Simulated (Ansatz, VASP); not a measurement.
## Ga3O2: VASP beside Ansatz

```
CELL_PARAMETERS angstrom
0.00000 3.63988 3.34758
3.57786 0.00000 3.34758
3.57786 3.63988 0.00000
ATOMIC_POSITIONS crystal
Ga 0.12200 0.12200 0.87800
Ga 0.43667 0.43667 0.06333
Ga 0.93667 0.93667 0.56333
O 0.77099 0.98426 0.22901
O 0.98426 0.77099 0.01574
```

Alike in both runs: task relaxation of cell and atoms; functional PBE; k mesh 4 × 4 × 4; occupations gaussian, width 0.1 eV; no spin polarisation.

```csv
,VASP,Ansatz
version,VASP 6.6.1,Ansatz 0.2.0
potentials or method,"VASP PAW PBE potentials, release 64 (Ga_d, O), cutoff 600 eV","scalar-relativistic, plane waves, PAW"
valence electrons in the cell,51,51
```

VASP gave:

- gap on the k mesh at the Fermi level, each at its own relaxed structure (eV): none
- relaxed volume (Å³/atom): 16.17
- relaxed cell length with the largest relative difference (Å): 5.176

Task: What did Ansatz give for the same quantities?

Result: gap on the k mesh at the Fermi level, each at its own relaxed structure (eV): none; relaxed volume (Å³/atom): 16.19; relaxed cell length with the largest relative difference (Å): 5.198.

A gap of «none» marks a metal or a gap that the smearing closes.

The k mesh is coarse, so the values compare programs but aren't converged.
